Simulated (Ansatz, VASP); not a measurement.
## AlNi: VASP beside Ansatz

```
Al Ni
1.0
     1.93869   -1.95319    0.00000
     1.93869    1.95319    0.00000
     0.00000    0.00000    3.09943
Al Ni
1 1
Direct
  0.00292 0.98229 0.00072
  0.50349 0.48245 0.50091
```

Alike in both runs: functional r2SCAN; k mesh 7 × 7 × 6; collinear spin.

Ansatz relaxed the structure, and its values are those at the end. VASP's run is a single point on that final structure, the one shown.

|  | VASP | Ansatz |
| --- | --- | --- |
| version | VASP 6.6.1 | Ansatz 0.2.0 |
| potentials or method | VASP PAW PBE potentials, release 64 (Al, Ni) | plane waves, PAW |
| plane-wave cutoff (eV) | 660 | 500 |
| occupations | fermi-dirac, width 0.1 eV | fermi-dirac |
| valence electrons in the cell | 13 | 21 |

Ansatz gave:

- rms of the force components (eV/Å): 0.006
- net moment per atom (μB): 0.06
- size of the moment on the site where the two differ most (μB): 0.13

Which values does VASP return?

rms of the force components (eV/Å): 0.007; net moment per atom (μB): 0.00; size of the moment on the site where the two differ most (μB): 0.00.

VASP's potentials were made for PBE, not for r2SCAN. Site moments also hang on the region over which each program counts them. VASP's potentials hold 13 valence electrons a cell and Ansatz's 21, so a difference there can come from the potentials and not from the codes.
